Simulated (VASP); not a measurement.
Wanted: the native input for a VASP 6.6.1 run.

```
Task                   : single point
Functional             : revPBE
Potentials or basis    : VASP PAW PBE potentials, release 64 (Ti_sv)
Cutoff                 : 520 eV
k mesh                 : 11 × 11 × 11
Occupations            : fermi-dirac, width 0.05 eV
Spin                   : no spin polarisation
Dipole correction      : no
Further INCAR settings : ALGO = Fast; EDIFF = 1e-07; NBANDS = 12
```

The structure of Ti lies in POSCAR:

```
Ti
1.0
    0.0000000000      2.0704601199      2.0704601199
    2.0704601199      0.0000000000      2.0704601199
    2.0704601199      2.0704601199      0.0000000000
Ti
1
Direct
    0.0000000000      0.0000000000      0.0000000000
```

These files were run (other wordings do the same):

INCAR

```
SYSTEM = Ti
PREC = Accurate
ENCUT = 520
EDIFF = 1E-7
ISMEAR = -1
SIGMA = 0.05
LREAL = .False.
LASPH = .True.
NELM = 100
ALGO = Fast
ISIF = 2
LWAVE = .False.
LCHARG = .True.
GGA = RE
LELF = .True.
LVHAR = .True.
NBANDS = 12
```

KPOINTS

```
regular mesh
0
Gamma
  11 11 11
  0 0 0
```

Potentials or basis: VASP PAW PBE potentials, release 64 (Ti_sv).

Command:

```console
$ cat potpaw_PBE.64/Ti_sv/POTCAR > POTCAR
$ mpirun -np 1 vasp_std > vasp.out
```

It gave:

- Pressure: -0.3 GPa
- Band gap on the k mesh: zero (band 6 reaches 8.95 eV, above the bottom of band 7 at 7.81 eV)

Caveat: the PAW data sets were made with another functional, which shifts forces and pressure a little.

It took 33 s on 1 thread of Intel Xeon 6975P-C, with other jobs on the host, peak memory 0.14 GiB.
